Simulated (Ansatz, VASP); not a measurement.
**BeCd3S4: VASP beside Ansatz**

The input INCAR:

```
ALGO = Normal ; EDIFF = 1E-7
EDIFFG = -0.08 ; ENCUT = 600
GGA = PE ; GGA_COMPAT = False
IBRION = 2 ; ISIF = 3
ISMEAR = 0 ; LASPH = True
LCHARG = False ; LREAL = False
LWAVE = False ; NELM = 120
NELMIN = 4 ; NSW = 36
PREC = Accurate ; SIGMA = 0.15
```

File KPOINTS:

```
k-points
0
Gamma
  3 3 1
```

The input POSCAR:

```
BeCd3S4
1.0
    3.8800000000      0.0000000000      0.0000000000
    0.0000000000      3.8800000000      0.0000000000
    0.0000000000      0.0000000000     11.0000000000
Be Cd S
1 3 4
Direct
    0.0000000000      0.0000000000      0.0000000000
    0.0000000000      0.0000000000      0.5000000000
    0.5000000000      0.5000000000      0.2350000000
    0.5000000000      0.5000000000      0.7650000000
    0.0000000000      0.5000000000      0.0900000000
    0.5000000000      0.0000000000      0.9100000000
    0.0000000000      0.5000000000      0.6300000000
    0.5000000000      0.0000000000      0.3700000000
```

Input for Ansatz:

```yaml
crystal:
  lattice:
    - [3.88, 0.0, 0.0]
    - [0.0, 3.88, 0.0]
    - [0.0, 0.0, 11.0]
  atoms:
    - { symbol: Be, position: [0.0, 0.0, 0.0] }
    - { symbol: Cd, position: [0.0, 0.0, 0.5] }
    - { symbol: Cd, position: [0.5, 0.5, 0.235] }
    - { symbol: Cd, position: [0.5, 0.5, 0.765] }
    - { symbol: S, position: [0.0, 0.5, 0.09] }
    - { symbol: S, position: [0.5, 0.0, 0.91] }
    - { symbol: S, position: [0.0, 0.5, 0.63] }
    - { symbol: S, position: [0.5, 0.0, 0.37] }
basis:
  ecutwfc: 420
kpoints:
  mp_grid: { grid: [3, 3, 1] }
hamiltonian:
  xc: pbe
scf:
  occupations: { method: gaussian, width: 0.15 }
  lower_state_search: "off"
output:
  forces: true
  stress: true
  eigenvalues: true
relax:
  adjacent_minimum: "off"
  f_tol: 0.08
  max_steps: 16
  cell: { stress_tol: 0.8 }
```

Alike in both runs: task relaxation of cell and atoms; functional PBE; k mesh 3 × 3 × 1; occupations gaussian, width 0.15 eV; no spin polarisation.

```csv
,VASP,Ansatz
version,VASP 6.6.1,Ansatz 0.2.0
potentials or method,"VASP PAW PBE potentials, release 64 (Be, Cd, S), cutoff 600 eV","scalar-relativistic, plane waves, PAW"
valence electrons in the cell,62,86
```

|  | VASP | Ansatz | Ansatz less VASP |
| --- | --- | --- | --- |
| gap on the k mesh at the Fermi level, each at its own relaxed structure (eV) | 1.42 | 1.43 | +0.015 |
| relaxed volume (Å³/atom) | 22.79 | 22.74 | -0.045 |
| relaxed cell length with the largest relative difference (Å) | 11.583 | 11.520 | -0.0626 |

VASP's potentials hold 62 valence electrons a cell and Ansatz's 86, so a difference there can come from the potentials and not from the codes.

The k mesh is coarse, so the values compare programs but aren't converged.
